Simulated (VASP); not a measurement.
Crystal: Si.

```xyz
12
Lattice="5.9433 0.0000 0.0000 -2.9716 5.1470 0.0000 0.0000 0.0000 5.4113" Properties=species:S:1:pos:R:3 pbc="T T T"
Si    2.2899    3.3434    3.0984
Si    4.7222    1.4922    3.0984
Si    3.6534    3.3434    5.0185
Si    1.2211    1.4922    5.0185
Si    1.0688    4.8356    2.3129
Si   -0.6818    1.8036    0.3928
Si   -1.7505    3.6548    2.3129
Si    1.7505    3.6548    0.3928
Si   -1.0688    4.8356    0.3928
Si    0.6818    1.8036    2.3129
Si    4.0404    0.3114    5.0185
Si    1.9029    0.3114    3.0984
```

The cell was generated, and may not be a known phase.

| Property | Result |
| --- | --- |
| Program | VASP 6.6.1 |
| Task | relaxation of cell and atoms |
| Functional | PBE |
| Potentials or basis | VASP PAW PBE potentials, release 64 (Si) |
| Cutoff | 600 eV |
| k mesh | 3 × 3 × 4 |
| Occupations | gaussian, width 0.1 eV |
| Spin | no spin polarisation |

At the start: pressure 44.6 GPa; volume 13.79 Å³/atom.

Task: How do energy, volume and symmetry change on relaxing?

Result: Over 27 steps the energy falls by 705.9 meV/atom and the volume is 18.87 Å³/atom (+36.8 %); space group P-31c (No. 163, to 0.1 Å) before, P-3m1 (No. 164, to 0.1 Å).

Step by step:
```csv
step,energy change (eV),largest force (eV/Å),pressure (GPa),volume (Å³)
1,0.0000,3.9498,44.56,165.53
2,-3.8725,0.4955,-11.65,275.30
3,-7.1448,0.5059,-1.42,215.78
4,-7.1538,0.5093,-0.85,214.29
5,-7.1561,0.5149,-0.33,212.99
6,-7.2803,0.4220,-0.09,212.45
7,-7.4518,0.4994,1.36,210.80
8,-7.5377,0.4914,0.87,212.20
9,-7.7722,0.5313,-0.42,216.39
10,-8.0405,0.5853,-2.98,224.82
11,-8.1343,0.5119,-2.75,224.20
12,-8.2981,0.2963,-2.02,222.36
13,-8.3067,0.2782,-1.75,221.75
14,-8.3555,0.2073,-0.77,219.57
15,-8.3716,0.1402,0.18,217.57
16,-8.3720,0.1282,0.34,217.22
17,-8.3721,0.1241,0.39,217.10
18,-8.3774,0.1209,0.35,217.53
19,-8.3918,0.1130,0.22,218.82
20,-8.4144,0.1103,-0.08,221.42
21,-8.4314,0.1308,-0.73,226.68
22,-8.4368,0.1242,-0.69,226.82
23,-8.4507,0.1045,-0.60,227.22
24,-8.4661,0.0654,-0.43,228.03
25,-8.4670,0.0576,-0.38,228.28
26,-8.4692,0.0474,-0.17,227.53
27,-8.4707,0.0374,0.14,226.44
```

Final structure:
```
Si
1.0
     6.77717    0.00000    0.00000
    -3.38859    5.86920    0.00000
     0.00000    0.00000    5.69287
Si
12
Direct
  0.66780 0.66556 0.55553
  0.99776 0.33220 0.55553
  0.99776 0.66556 0.94446
  0.33444 0.33220 0.94446
  0.66556 0.99776 0.44447
  0.00224 0.33444 0.05553
  0.00224 0.66780 0.44447
  0.66556 0.66780 0.05553
  0.33220 0.99776 0.05553
  0.33220 0.33444 0.44447
  0.66780 0.00224 0.94446
  0.33444 0.00224 0.55553
```

Caveat: the k points lie up to 0.36 Å⁻¹ apart in the final cell, too coarse for converged energies and pressures of a metal; the volume moved by over 15 % at a fixed basis, so the end points are rough.
